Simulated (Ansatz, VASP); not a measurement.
## C: VASP beside Ansatz

Contents of INCAR:

```
SYSTEM = C
PREC = Accurate ; ENCUT = 520
EDIFF = 1E-7 ; ISMEAR = 0
SIGMA = 0.15 ; LREAL = .FALSE.
LASPH = .TRUE. ; NELM = 100
ALGO = Normal ; ISIF = 2
LWAVE = .FALSE. ; LCHARG = .FALSE.
GGA = PS ; IVDW = 12
NBANDS = 11
```

The input KPOINTS:

```
Automatic mesh
0
G
  21 21 12
  0 0 0
```

File POSCAR:

```
C
1.0
    2.4780568104      0.0000000000      0.0000000000
   -1.2390284052      2.1460601498      0.0000000000
    0.0000000000      0.0000000000      3.5587769439
C
2
Direct
    0.3474284648      0.6948569296      0.0000000000
    0.6525715352      0.3051430704      0.0000000000
```

Input for Ansatz:

```yaml
crystal:
  lattice:
    - [2.4780568104, 0.0, 0.0]
    - [-1.2390284052, 2.1460601498, 0.0]
    - [0.0, 0.0, 3.5587769439]
  atoms:
    - { symbol: C, position: [0.3474284648, 0.6948569296, 0.0] }
    - { symbol: C, position: [0.6525715352, 0.3051430704, 0.0] }
basis:
  ecutwfc: 520.0
kpoints:
  mp_grid: { grid: [21, 21, 12] }
hamiltonian:
  xc: pbesol
  pseudopotentials: { kind: paw, azcp: { folder: soft_1 } }
  dispersion: d3bj
scf:
  occupations: { method: gaussian, width: 0.15 }
output:
  forces: true
  stress: true
  eigenvalues: true
```

Change from the starting cell: mode 6 frozen in at +0.060 Å, equal normal strain along x, y and z +0.0083.

Alike in both runs: task single point; functional PBEsol; dispersion D3(BJ); k mesh 21 × 21 × 12; occupations gaussian, width 0.15 eV; no spin polarisation.

|  | VASP | Ansatz |
| --- | --- | --- |
| version | VASP 6.6.1 | Ansatz 0.2.0 |
| potentials or method | VASP PAW PBE potentials, release 64 (C), cutoff 520 eV | scalar-relativistic, plane waves, PAW |
| valence electrons in the cell | 8 | 8 |

VASP gave:

- gap on the k mesh at the Fermi level (eV): none
- pressure (GPa): 0.9
- traceless stress, the component that is largest in VASP (GPa): 14.26
- rms of the force components (eV/Å): 4.157

Q: Which values does Ansatz return?

A: gap on the k mesh at the Fermi level (eV): none; pressure (GPa): 0.3; traceless stress, the component that is largest in VASP (GPa): 13.65; rms of the force components (eV/Å): 4.140.

VASP's potentials were made for PBE, not for PBEsol, and Ansatz warns of the same on its side. Atom by atom the forces differ by 0.017 eV/Å (rms over components). A gap of «none» marks a metal or a gap that the smearing closes.
